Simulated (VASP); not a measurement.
Runs of VASP 6.6.1 on MgS (sol). The structure is that of space group Fm-3m (No. 225), or close to it. The cells are those of the table. 

```csv
task,cell,cutoff (eV),smearing,gap on the mesh (eV),pressure (GPa)
single point,"a = 3.677 Å, angles 60.0°, 2 atoms",520,gaussian 0.1 eV,2.71,(a)
single point,"a = 3.665 Å, angles 60.0°, 2 atoms",520,gaussian 0.02 eV,2.73,-0.2
relaxation of cell and atoms,"relaxed from a = 3.677 Å, angles 60.0°, 2 atoms",600,gaussian 0.02 eV,2.73,0.0
single point,"a = 3.665 Å, angles 60.0°, 2 atoms",520,gaussian 0.01 eV,2.73,-0.2
```

Alike in all rows: level PBEsol; potentials or basis VASP PAW PBE potentials, release 64 (Mg, S); no spin polarisation; k mesh 6 × 6 × 6.

Task: Estimate the missing entries.

Result: (a) -1.0.

Caveats: the PAW data sets were made with another functional, which shifts forces and pressure a little.

A k mesh can miss the band edges.
